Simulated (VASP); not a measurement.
Here is a VASP 6.6.1 calculation.

INCAR

```
PREC = Accurate ; ENCUT = 520
EDIFF = 1E-6 ; ISMEAR = -1
SIGMA = 0.05 ; LREAL = False
LASPH = True ; NELM = 80
ALGO = Normal ; ISIF = 2
LWAVE = False ; LCHARG = True
GGA = PE ; IVDW = 12
LELF = True ; LVHAR = True
NBANDS = 16
```

Contents of KPOINTS:

```
Automatic mesh
0
Gamma
  8 8 8
```

File POSCAR:

```
CuI
1.0
    0.0000000000      2.9696152886      2.9696152886
    2.9696152886      0.0000000000      2.9696152886
    2.9696152886      2.9696152886      0.0000000000
I Cu
1 1
Direct
    0.0000000000      0.0000000000      0.0000000000
    0.7500000000      0.7500000000      0.7500000000
```

Potentials or basis: VASP PAW PBE potentials, release 64 (I, Cu).

Run with:

```console
$ cat potpaw_PBE.64/I/POTCAR potpaw_PBE.64/Cu/POTCAR > POTCAR
$ mpirun -np 1 vasp_std > vasp.out
```

(1) Predict the pressure.

(2) What does it give for the dispersion energy per atom?

(3) Predict the band gap on the k mesh.

## Answers

(1) 0.8 GPa.

(2) -0.367 eV.

(3) 1.32 eV.

Caveat: spin-orbit coupling is left out, which moves the levels of the heavy elements.
